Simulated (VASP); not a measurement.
# CoO (R-3m) in VASP: single point with PBE

Aim: the single point of CoO with PBE.

Everything below comes from runs of VASP 6.6.1. Logs are shortened: lines on timing, memory, paths and dates and some standing lists are left out, and cuts for length are marked.

### 1 The cell of the first run

The structure is trigonal, space group R-3m (No. 166). Conventional cell: a = 3.011 Å, b = 3.011 Å, c = 7.320 Å, α = 90.00°, β = 90.00°, γ = 120.00°. Co (site symmetry -3m) has 6 O at 2.12 Å within 2.8 Å. O (site symmetry -3m) has 6 Co at 2.12 Å within 2.8 Å.

### 2 Single point, PBE, collinear spin, ferromagnetic start

INCAR reads:

```
SYSTEM = CoO
ALGO     = Normal         ! electronic algorithm
EDIFF    = 1E-6           ! SCF threshold, eV
ENCUT    = 520            ! plane-wave cutoff, eV
GGA      = PE             ! functional
ISIF     = 2              ! what is computed and relaxed
ISMEAR   = 0              ! smearing method
ISPIN    = 2              ! spin polarisation
LASPH    = .True.         ! aspherical terms in the spheres
LCHARG   = .False.        ! write CHGCAR
LMAXMIX  = 4              ! l up to which the mixer works
LORBIT   = 11             ! projections on sites
LREAL    = .False.        ! projectors in reciprocal space
LWAVE    = .False.        ! write WAVECAR
MAGMOM   = 3 1            ! initial moments
NBANDS   = 18             ! bands
NELM     = 150            ! most SCF steps
PREC     = Accurate       ! precision mode
SIGMA    = 0.1            ! smearing width, eV
```

KPOINTS reads:

```
k-points
0
Gamma
  9 9 9
  0 0 0
```

POSCAR reads:

```
CoO
1.0
    1.5054695445      0.8691832468      2.4399269062
   -1.5054695445      0.8691832468      2.4399269062
    0.0000000000     -1.7383664936      2.4399269062
Co O
1 1
Direct
    0.0000000000      0.0000000000      0.0000000000
    0.5000000000      0.5000000000      0.5000000000
```

Potentials or basis: VASP PAW PBE potentials, release 64 (Co, O).

Launch:

```bash
$ cat potpaw_PBE.64/Co/POTCAR potpaw_PBE.64/O/POTCAR > POTCAR
$ mpirun -np 1 vasp_std > vasp.out
```

OUTCAR:

```text
SYSTEM = CoO
   EDIFF = 1E-6
   ENCUT = 520
   GGA = PE
   ISIF = 2
   ISMEAR = 0
   ISPIN = 2
   LASPH = .True.
   LORBIT = 11
   LREAL = .False.
   NELM = 150
   PREC = Accurate

 ion  position               nearest neighbor table
   1  0.000  0.000  0.000-   2 2.12   2 2.12   2 2.12   2 2.12   2 2.12   2 2.12
   2  0.500  0.500  0.500-   1 2.12   1 2.12   1 2.12   1 2.12   1 2.12   1 2.12

  LATTYP: Found a trigonal (rhomboedric) cell.
 ALAT       =     2.9958573687
 COS(alpha) =     0.4949531368

  Lattice vectors:

 A1 = (   1.5054695445,   0.8691832468,   2.4399269062)
 A2 = (  -1.5054695445,   0.8691832468,   2.4399269062)
 A3 = (   0.0000000000,  -1.7383664936,   2.4399269062)

Analysis of symmetry for initial positions (statically):
=====================================================================
 Subroutine PRICEL returns:
 Original cell was already a primitive cell.

 Routine SETGRP: Setting up the symmetry group for a
 trigonal (rhombohedral) supercell.

 Subroutine GETGRP returns: Found 12 space group operations
 (whereof 12 operations were pure point group operations)
 out of a pool of 12 trial point group operations.

The static configuration has the point symmetry D_3d.

Analysis of symmetry for dynamics (positions and initial velocities):
=====================================================================
 Subroutine PRICEL returns:
 Original cell was already a primitive cell.

 Routine SETGRP: Setting up the symmetry group for a
 trigonal (rhombohedral) supercell.

 Subroutine GETGRP returns: Found 12 space group operations
 (whereof 12 operations were pure point group operations)
 out of a pool of 12 trial point group operations.

The dynamic configuration has the point symmetry D_3d.

Analysis of structural, dynamic, and magnetic symmetry:
=====================================================================
 Subroutine PRICEL returns:
 Original cell was already a primitive cell.

 Routine SETGRP: Setting up the symmetry group for a
 trigonal (rhombohedral) supercell.

 Subroutine GETGRP returns: Found 12 space group operations
 (whereof 12 operations were pure point group operations)
 out of a pool of 12 trial point group operations.

The overall configuration has the point symmetry D_3d.

 Subroutine INISYM returns: Found 12 space group operations
 (whereof 12 operations are pure point group operations),
 and found     1 'primitive' translations

----------------------------------------------------------------------------------------

                                     Primitive cell
[... 109 lines left out ...]
   IMIX   =      4    mixing-type and parameters
     AMIX     =   0.40;   BMIX     =  1.00
     AMIX_MAG =   1.60;   BMIX_MAG =  1.00
  volume/ion in A,a.u.               =       9.58        64.64
  Fermi-wavevector in a.u.,A,eV,Ry     =   1.508927  2.851458 30.978555  2.276860
  Thomas-Fermi vector in A             =   2.619316
   LORBIT       =     11    0 simple, 1 ext, 2 COOP (PROOUT), +10 PAW based schemes
   GGA     = PE    functional components
   LHFCALC =     F    Hartree Fock is set to
   AEXX    =    0.0000 exact exchange contribution
   IVDW    =     0    specifies the selected vdW correction
   LEPSILON=     F    determine dielectric tensor
   LRPA    =     F    only Hartree local field effects (RPA)
 spin polarized calculation
 Gauss-broadening in eV      SIGMA  =   0.10
  energy-cutoff  :      520.00
  volume of cell :       19.16
 maximum number of plane-waves:       534
 NGX is ok and might be reduce to    24
   NGX = 11   NGY = 11   NGZ = 11

 number of electron      15.0000005 magnetization       2.8410870

 Free energy of the ion-electron system (eV)
  ---------------------------------------------------
  ext. energy  EPLUGINS =         0.00000000
  ---------------------------------------------------
  free energy    TOTEN  =       -13.05777857 eV

  energy without entropy =      -13.03569263  energy(sigma->0) =      -13.04673560

 E-fermi :   8.0286     XC(G=0): -12.4589

 val. band max:        8.0227982891   @ k =   0.4444   0.2222   0.0000
 cond. band min:       8.0295839843   @ k =  -0.2222   0.2222   0.0000
 fundamental gap:      0.0067856952
 Fermi energy:         8.0286480253

 spin component 1

 k-point     1 :       0.0000    0.0000    0.0000
  band No.  band energies     occupation
      1     -12.2437      1.00000
      2       4.7934      1.00000
      3       4.7934      1.00000
      4       4.8564      1.00000
      5       4.8564      1.00000
      6       4.9048      1.00000
[... 493 lines left out ...]
     17      39.5270      0.00000
     18      39.5687      0.00000

 [... further k-points ...]

 spin component 2

 k-point     1 :       0.0000    0.0000    0.0000
  band No.  band energies     occupation
      1     -11.7717      1.00000
      2       5.3804      1.00000
      3       5.3804      1.00000
      4       5.4341      1.00000
      5       6.9036      1.00000
      6       6.9036      1.00000
[... 493 lines left out ...]
     17      39.6559      0.00000
     18      39.6957      0.00000

 [... further k-points ...]
[... 5 lines left out ...]
  --------------------------------------------------------------------------------------
  -------------------------------------------------------------------------------------
  Total       -0.0849507     -0.0849507     -0.1480574      0.0000000     -0.0000000      0.0000000
  in kB       -7.1050365     -7.1050365    -12.3831015      0.0000000     -0.0000000      0.0000000
  external PRESSURE =      -8.8643915 kB  Pullay stress =       0.0000000 kB

 VOLUME and BASIS-vectors are now :
 -----------------------------------------------------------------------------
  energy-cutoff  :      520.00
  volume of cell :       19.16
      direct lattice vectors                 reciprocal lattice vectors
     1.505469544  0.869183247  2.439926906     0.332122295  0.191750896  0.136616114
    -1.505469544  0.869183247  2.439926906    -0.332122295  0.191750896  0.136616114
     0.000000000 -1.738366494  2.439926906     0.000000000 -0.383501793  0.136616114

 POSITION                                       TOTAL-FORCE (eV/Angst)
 -----------------------------------------------------------------------------------
      0.00000      0.00000      0.00000        -0.000000      0.000000     -0.000000
      0.00000      0.00000      3.65989         0.000000     -0.000000      0.000000
 -----------------------------------------------------------------------------------
    total drift:                               -0.000000      0.000000     -0.000000

  FREE ENERGIE OF THE ION-ELECTRON SYSTEM (eV)
  ---------------------------------------------------
  free  energy   TOTEN  =       -13.0577785683 eV

  energy  without entropy=      -13.0356926311  energy(sigma->0) =      -13.04673560

 total charge

# of ion       s       p       d       tot
------------------------------------------
    1        0.296   0.361   7.154   7.811
    2        1.557   3.425   0.000   4.981
--------------------------------------------------
tot          1.852   3.786   7.154  12.792

 magnetization (x)

# of ion       s       p       d       tot
------------------------------------------
    1        0.021   0.018   2.474   2.513
    2        0.029   0.250   0.000   0.279
--------------------------------------------------
tot          0.049   0.268   2.474   2.792
```

OSZICAR:

```text
N       E                     dE             d eps       ncg     rms          rms(c)
DAV:   1     0.776022835663E+02    0.77602E+02   -0.68020E+03  6400   0.968E+02
DAV:   2    -0.106091422632E+02   -0.88211E+02   -0.75761E+02  6422   0.221E+02
DAV:   3    -0.153567125607E+02   -0.47476E+01   -0.46507E+01  7112   0.548E+01
DAV:   4    -0.154042487108E+02   -0.47536E-01   -0.47504E-01  7424   0.521E+00
DAV:   5    -0.154053092029E+02   -0.10605E-02   -0.10603E-02  7572   0.781E-01    0.156E+01
DAV:   6    -0.145455888099E+02    0.85972E+00   -0.15522E+01  7964   0.606E+01    0.200E+01
DAV:   7    -0.131411288102E+02    0.14045E+01   -0.77796E+00  7812   0.487E+01    0.809E+00
DAV:   8    -0.130984621957E+02    0.42667E-01   -0.35645E-01  8536   0.737E+00    0.506E+00
DAV:   9    -0.130528092159E+02    0.45653E-01   -0.35467E-01  8706   0.105E+01    0.289E+00
DAV:  10    -0.130653606863E+02   -0.12551E-01   -0.35709E-02  7622   0.239E+00    0.184E+00
DAV:  11    -0.130575674137E+02    0.77933E-02   -0.67987E-02  8746   0.433E+00    0.308E-01
DAV:  12    -0.130577818179E+02   -0.21440E-03   -0.50710E-03  7696   0.695E-01    0.126E-01
DAV:  13    -0.130577652139E+02    0.16604E-04   -0.22300E-04  7632   0.149E-01    0.371E-02
DAV:  14    -0.130577795219E+02   -0.14308E-04   -0.15191E-05  8116   0.531E-02    0.433E-02
DAV:  15    -0.130577782963E+02    0.12257E-05   -0.59586E-06  6954   0.217E-02    0.232E-02
DAV:  16    -0.130577785683E+02   -0.27206E-06   -0.17204E-06  6092   0.207E-02
   1 F= -.13057779E+02 E0= -.13046736E+02  d E =-.220859E-01  mag=     2.8408
```

stdout:

```text
POSCAR found type information on POSCAR CoO
 POSCAR found :  2 types and       2 ions
 scaLAPACK will be used
 LDA part: xc-table for (Slater+PW92), standard interpolation
 POSCAR, INCAR and KPOINTS ok, starting setup
 FFT: planning ... GRIDC
 FFT: planning ... GRID_SOFT
 FFT: planning ... GRID
 WAVECAR not read
 entering main loop
```

Wall time 25 s (1 thread of Intel Xeon 6975P-C (Granite Rapids), shared host); peak memory 0.17 GiB.

Results:

| Quantity | Value |
| --- | --- |
| Free energy | -13.0578 eV |
| Pressure | -0.9 GPa |
| Net moment | 2.84 μB per cell |
| Site moments | Co +2.51; O +0.28 μB |
| Valence electrons inside the program's atomic spheres | Co 7.81; O 4.98 |

Caveat: a cell with one magnetic atom can't hold antiferromagnetic order, which such compounds often take; semilocal functionals often make such compounds metallic where correlation or magnetic order opens a gap, which also shifts bond lengths. With open d or f shells a metallic result of PBE can be an artefact of self-interaction; +U or a hybrid may open a gap.
